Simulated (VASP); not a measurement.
# AlGa3N4 (P-42m) in VASP: a series of runs, part 2 of 2

VASP 6.6.1. The steps go on from the part before.

### Step 3. Single point, PBEsol (strain -0.025 along x and y, -0.050 along z)

INCAR

```
SYSTEM = AlGa3N4
PREC = Accurate
ENCUT = 520
EDIFF = 1E-6
ISMEAR = 0
SIGMA = 0.05
LREAL = .FALSE.
LASPH = .TRUE.
NELM = 60
ALGO = Normal
ISIF = 2
LWAVE = .FALSE.
LCHARG = .FALSE.
GGA = PS
NBANDS = 41
```

KPOINTS

```
regular mesh
0
G
  6 6 6
  0 0 0
```

POSCAR

```
AlGa3N4
1.0
    4.3559372424      0.0000000000      0.0000000000
    0.0000000000      4.3559372424      0.0000000000
    0.0000000000      0.0000000000      4.2442465439
Al Ga N
1 3 4
Direct
    0.0000000000      0.0000000000      0.0000000000
    0.5000000000      0.5000000000      0.0000000000
    0.5000000000      0.0000000000      0.5000000000
    0.0000000000      0.5000000000      0.5000000000
    0.7550309200      0.7550309200      0.2449690800
    0.7550309200      0.2449690800      0.7550309200
    0.2449690800      0.7550309200      0.7550309200
    0.2449690800      0.2449690800      0.2449690800
```

Potentials or basis: VASP PAW PBE potentials, release 64 (Al, Ga_d, N).

Command:

```console
> cat potpaw_PBE.64/Al/POTCAR potpaw_PBE.64/Ga_d/POTCAR potpaw_PBE.64/N/POTCAR > POTCAR
> mpirun -np 1 vasp_std > vasp.out
```

OUTCAR:

```text
SYSTEM = AlGa3N4
   PREC = Accurate
   ENCUT = 520
   EDIFF = 1E-6
   ISMEAR = 0
   LREAL = .FALSE.
   LASPH = .TRUE.
   NELM = 60
   ISIF = 2
   GGA = PS

 ion  position               nearest neighbor table
   1  0.000  0.000  0.000-   5 1.83   6 1.83   7 1.83   8 1.83   3 3.04   4 3.04   3 3.04   4 3.04
                             4 3.04   4 3.04   3 3.04   3 3.04   2 3.08   2 3.08   2 3.08   2 3.08
   2  0.500  0.500  0.000-   5 1.88   6 1.88   7 1.88   8 1.88   1 3.08   1 3.08   1 3.08   1 3.08

   3  0.500  0.000  0.500-   5 1.88   6 1.88   7 1.88   8 1.88   1 3.04   1 3.04   1 3.04   1 3.04

   4  0.000  0.500  0.500-   5 1.88   6 1.88   7 1.88   8 1.88   1 3.04   1 3.04   1 3.04   1 3.04

   5  0.755  0.755  0.245-   1 1.83   3 1.88   4 1.88   2 1.88
   6  0.755  0.245  0.755-   1 1.83   3 1.88   4 1.88   2 1.88
   7  0.245  0.755  0.755-   1 1.83   3 1.88   4 1.88   2 1.88
   8  0.245  0.245  0.245-   1 1.83   3 1.88   4 1.88   2 1.88

  LATTYP: Found a simple tetragonal cell.
 ALAT       =     4.3559372424
 C/A-ratio  =     0.9743589744

  Lattice vectors:

 A1 = (   4.3559372424,   0.0000000000,   0.0000000000)
 A2 = (   0.0000000000,   4.3559372424,   0.0000000000)
 A3 = (   0.0000000000,   0.0000000000,   4.2442465439)

Analysis of symmetry for initial positions (statically):
=====================================================================
 Subroutine PRICEL returns:
 Original cell was already a primitive cell.

 Routine SETGRP: Setting up the symmetry group for a
 simple tetragonal supercell.

 Subroutine GETGRP returns: Found  8 space group operations
 (whereof  8 operations were pure point group operations)
 out of a pool of 16 trial point group operations.

The static configuration has the point symmetry D_2d.

Analysis of symmetry for dynamics (positions and initial velocities):
=====================================================================
 Subroutine PRICEL returns:
 Original cell was already a primitive cell.

 Routine SETGRP: Setting up the symmetry group for a
 simple tetragonal supercell.

 Subroutine GETGRP returns: Found  8 space group operations
 (whereof  8 operations were pure point group operations)
 out of a pool of 16 trial point group operations.

The dynamic configuration has the point symmetry D_2d.

 Subroutine INISYM returns: Found  8 space group operations
 (whereof  8 operations are pure point group operations),
 and found     1 'primitive' translations

----------------------------------------------------------------------------------------

                                     Primitive cell

  volume of cell :      80.5311

  direct lattice vectors                    reciprocal lattice vectors
     4.355937242  0.000000000  0.000000000     0.229571719  0.000000000  0.000000000
     0.000000000  4.355937242  0.000000000     0.000000000  0.229571719  0.000000000
     0.000000000  0.000000000  4.244246544     0.000000000  0.000000000  0.235613080

  length of vectors
     4.355937242  4.355937242  4.244246544     0.229571719  0.229571719  0.235613080

  position of ions in fractional coordinates (direct lattice)
     0.000000000  0.000000000  0.000000000
     0.500000000  0.500000000  0.000000000
     0.500000000  0.000000000  0.500000000
     0.000000000  0.500000000  0.500000000
[... 66 lines left out ...]
  0.333333  0.000000  0.333333      8.000000
  0.500000  0.000000  0.333333      4.000000
 [... further k-points ...]
   k-points           NKPTS =     40   k-points in BZ     NKDIM =     40   number of bands    NBANDS=     41
   number of dos      NEDOS =    301   number of ions     NIONS =      8
   total plane-waves  NPLWV =  32768
   dimension x,y,z NGX =    32 NGY =   32 NGZ =   32
   dimension x,y,z NGXF=    64 NGYF=   64 NGZF=   64
   ions per type =               1   3   4
   NGX,Y,Z   is equivalent  to a cutoff of  12.21, 12.21, 12.53 a.u.
   NGXF,Y,Z  is equivalent  to a cutoff of  24.43, 24.43, 25.07 a.u.
 SYSTEM =  AlGa3N4
   PREC   = accura    normal or accurate (medium, high low for compatibility)
   ISTART =      0    job   : 0-new  1-cont  2-samecut
   ICHARG =      2    charge: 1-file 2-atom 10-const
   ISPIN  =      1    spin polarized calculation?
   LNONCOLLINEAR =      F non collinear calculations
   LSORBIT =      F    spin-orbit coupling
   LASPH  =      T    aspherical Exc in radial PAW
   ENCUT  =  520.0 eV  38.22 Ry    6.18 a.u.   8.10  8.10  7.89*2*pi/ulx,y,z
   NELM   =     60;   NELMIN=  2; NELMDL= -5     # of ELM steps
   EDIFF  = 0.1E-05   stopping-criterion for ELM
   LREAL  =      F    real-space projection
   EDIFFG = 0.1E-04   stopping-criterion for IOM
   NSW    =      0    number of steps for IOM
   IBRION =     -1    ionic relax: 0-MD 1-quasi-New 2-CG
   NFREE  =      0    steps in history (QN), initial steepest desc. (CG)
   ISIF   =      2    stress and relaxation
   ISYM   =      2    0-nonsym 1-usesym 2-fastsym
   POTIM  = 0.5000    time-step for ionic-motion
   TEBEG  =    0.0;   TEEND  =   0.0 temperature during run
   PSTRESS=    0.0 pullay stress
   NELECT =      62.0000    total number of electrons
   NUPDOWN=      -1.0000    fix difference up-down
   EMIN   =  10.00;   EMAX   =-10.00  energy-range for DOS
   EFERMI =   0.00;   METHOD = LEGACY
   ISMEAR =     0;   SIGMA  =   0.05  broadening in eV -4-tet -1-fermi 0-gaus
   EFERMI_NEDOS =   21; number of points for ismear=-14 and -15
   IALGO  =     38    algorithm
   IMIX   =      4    mixing-type and parameters
     AMIX     =   0.40;   BMIX     =  1.00
     AMIX_MAG =   1.60;   BMIX_MAG =  1.00
  volume/ion in A,a.u.               =      10.07        67.93
  Fermi-wavevector in a.u.,A,eV,Ry     =   1.500436  2.835413 30.630904  2.251308
  Thomas-Fermi vector in A             =   2.611937
   LORBIT       =      0    0 simple, 1 ext, 2 COOP (PROOUT), +10 PAW based schemes
   GGA     = PS    functional components
   LHFCALC =     F    Hartree Fock is set to
   AEXX    =    0.0000 exact exchange contribution
   IVDW    =     0    specifies the selected vdW correction
   LEPSILON=     F    determine dielectric tensor
   LRPA    =     F    only Hartree local field effects (RPA)
 non-spin polarized calculation
 Gauss-broadening in eV      SIGMA  =   0.05
  energy-cutoff  :      520.00
  volume of cell :       80.53
 maximum number of plane-waves:      2208
   NGX = 17   NGY = 17   NGZ = 15

 number of electron      62.0000025 magnetization

 Free energy of the ion-electron system (eV)
  ---------------------------------------------------
  ext. energy  EPLUGINS =         0.00000000
  ---------------------------------------------------
  free energy    TOTEN  =       -54.36295174 eV

  energy without entropy =      -54.36295174  energy(sigma->0) =      -54.36295174

 E-fermi :   6.7873     XC(G=0): -12.2782

 val. band max:        6.5150564942   @ k =   0.0000   0.0000   0.0000
 cond. band min:       9.4665594067   @ k =   0.0000   0.0000   0.0000
 fundamental gap:      2.9515029125
 Fermi energy:         6.7873013466

 k-point     1 :       0.0000    0.0000    0.0000
  band No.  band energies     occupation
      1     -10.0970      2.00000
      2      -8.3668      2.00000
      3      -8.3668      2.00000
      4      -8.3541      2.00000
      5      -6.7669      2.00000
      6      -6.7211      2.00000
[... 1045 lines left out ...]
     40      16.5587      0.00000
     41      16.7929      0.00000

 [... further k-points ...]

------------------------ aborting loop because EDIFF is reached ----------------------------------------

  FORCE on cell =-STRESS in cart. coord.  units (eV):
  Direction    XX          YY          ZZ          XY          YZ          ZX
  --------------------------------------------------------------------------------------
  -------------------------------------------------------------------------------------
  Total       11.5820829     11.5820829     12.9119535      0.0000000      0.0000000      0.0000000
  in kB      230.4270278    230.4270278    256.8849756      0.0000000      0.0000000      0.0000000
  external PRESSURE =     239.2463437 kB  Pullay stress =       0.0000000 kB

 VOLUME and BASIS-vectors are now :
 -----------------------------------------------------------------------------
  energy-cutoff  :      520.00
  volume of cell :       80.53
      direct lattice vectors                 reciprocal lattice vectors
     4.355937242  0.000000000  0.000000000     0.229571719  0.000000000  0.000000000
     0.000000000  4.355937242  0.000000000     0.000000000  0.229571719  0.000000000
     0.000000000  0.000000000  4.244246544     0.000000000  0.000000000  0.235613080

 POSITION                                       TOTAL-FORCE (eV/Angst)
 -----------------------------------------------------------------------------------
      0.00000      0.00000      0.00000         0.000000      0.000000      0.000000
      2.17797      2.17797      0.00000         0.000000      0.000000      0.000000
      2.17797      0.00000      2.12212         0.000000      0.000000     -0.000000
      0.00000      2.17797      2.12212         0.000000      0.000000      0.000000
      3.28887      3.28887      1.03971        -0.006702     -0.006702     -0.036102
      3.28887      1.06707      3.20454        -0.006702      0.006702      0.036102
      1.06707      3.28887      3.20454         0.006702     -0.006702      0.036102
      1.06707      1.06707      1.03971         0.006702      0.006702     -0.036102
 -----------------------------------------------------------------------------------
    total drift:                                0.000000      0.000000     -0.000000

  FREE ENERGIE OF THE ION-ELECTRON SYSTEM (eV)
  ---------------------------------------------------
  free  energy   TOTEN  =       -54.3629517386 eV

  energy  without entropy=      -54.3629517386  energy(sigma->0) =      -54.36295174
```

Wall time 4.6 min (1 thread of Intel Xeon 8259CL, shared host); peak memory 0.25 GiB.

Results:

```
Free energy            : -54.3630 eV
Pressure               : 23.9 GPa
Largest force          : 0.037 eV/Å
Band gap on the k mesh : 2.95 eV
```

Forces on the atoms (eV/Å):
```
Al   0.000  0.000  0.000
Ga   0.000  0.000  0.000
Ga   0.000  0.000  0.000
Ga   0.000  0.000  0.000
N   -0.007 -0.007 -0.036
N   -0.007  0.007  0.036
N    0.007 -0.007  0.036
N    0.007  0.007 -0.036
```

Stress tensor (GPa, compression positive):
```
23.04  0.00  0.00
 0.00 23.04  0.00
 0.00  0.00 25.69
```

Caveat: the cell differs from its parent crystal (strain -0.025 along x and y, -0.050 along z); the cell stands under pressure; the PAW data sets were made with another functional, which shifts forces and pressure a little. A k mesh can miss the band edges.
